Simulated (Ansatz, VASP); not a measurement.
# Si2Mo: VASP beside Ansatz

Contents of INCAR:

```
ALGO = Normal ; EDIFF = 1E-7
ENCUT = 520 ; GGA = PS
ISIF = 2 ; ISMEAR = 0
LASPH = True ; LCHARG = True
LELF = True ; LREAL = False
LVHAR = True ; LWAVE = False
NBANDS = 18 ; NELM = 100
PREC = Accurate ; SIGMA = 0.1
```

File KPOINTS:

```
k-points
0
Gamma
  8 8 8
```

File POSCAR:

```
Si2Mo
1.0
   -1.6000000000      1.6000000000      3.9305000000
    1.6000000000     -1.6000000000      3.9305000000
    1.6000000000      1.6000000000     -3.9305000000
Si Mo
2 1
Direct
    0.3330000000      0.3330000000      0.0000000000
    0.6670000000      0.6670000000      0.0000000000
    0.0000000000      0.0000000000      0.0000000000
```

Input for Ansatz:

```yaml
crystal:
  lattice:
    - [-1.6, 1.6, 3.9305]
    - [1.6, -1.6, 3.9305]
    - [1.6, 1.6, -3.9305]
  atoms:
    - { symbol: Si, position: [0.333, 0.333, 0.0] }
    - { symbol: Si, position: [0.667, 0.667, 0.0] }
    - { symbol: Mo, position: [0.0, 0.0, 0.0] }
basis:
  ecutwfc: 420
kpoints:
  mp_grid: { grid: [8, 8, 8] }
hamiltonian:
  xc: pbesol
scf:
  occupations: { method: gaussian, width: 0.1 }
output:
  forces: true
  stress: true
  eigenvalues: true
```

Alike in both runs: task single point; functional PBEsol; k mesh 8 × 8 × 8; occupations gaussian, width 0.1 eV; no spin polarisation.

```csv
,VASP,Ansatz
version,VASP 6.6.1,Ansatz 0.2.0
potentials or method,"VASP PAW PBE potentials, release 64 (Si, Mo_sv), cutoff 520 eV","scalar-relativistic, plane waves, PAW"
valence electrons in the cell,22,22
```

```tsv
	VASP	Ansatz	Ansatz less VASP
gap on the k mesh at the Fermi level (eV)	none	none	-
pressure (GPa)	-2.4	-2.8	-0.36
traceless stress, the component that is largest in VASP (GPa)	-1.10	-1.11	-0.012
rms of the force components (eV/Å)	0.171	0.173	+0.0021
```

VASP's potentials were made for PBE, not for PBEsol. Atom by atom the forces differ by 0.002 eV/Å (rms over components). A gap of «none» marks a metal or a gap that the smearing closes.
